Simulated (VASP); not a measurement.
Here is a VASP 6.6.1 calculation.

INCAR

```
SYSTEM = OsCl
  PREC = Accurate
  ENCUT = 520
  EDIFF = 1E-6
  ISMEAR = 0
  SIGMA = 0.1
  LREAL = .FALSE.
  LASPH = .TRUE.
  NELM = 150
  ALGO = Normal
  ISIF = 2
  LWAVE = .FALSE.
  LCHARG = .TRUE.
  ISPIN = 2
  MAGMOM = 1 0
  LORBIT = 11
  LMAXMIX = 4
  GGA = PE
  LELF = .TRUE.
  LVHAR = .TRUE.
  NBANDS = 18
```

KPOINTS

```
regular mesh
0
G
  6 6 6
  0 0 0
```

File POSCAR:

```
OsCl
1.0
    3.4274215932      0.0000000000      0.0000000000
    0.0000000000      3.4274215932      0.0000000000
    0.0000000000      0.0000000000      3.4274215932
Os Cl
1 1
Direct
    0.0000000000      0.0000000000      0.0000000000
    0.5000000000      0.5000000000      0.5000000000
```

Potentials or basis: VASP PAW PBE potentials, release 64 (Os, Cl).

Launch:

```sh
$ cat potpaw_PBE.64/Os/POTCAR potpaw_PBE.64/Cl/POTCAR > POTCAR
$ mpirun -np 1 vasp_std > vasp.out
```

**Question.** What does it give for the site moments?

**Answer.** Os +0.90; Cl +0.05 μB.

**Question.** Estimate the net moment.

**Answer.** 0.96 μB per cell.

**Question.** Predict the pressure.

**Answer.** -19.9 GPa.

Caveat: the cell stands under tension.
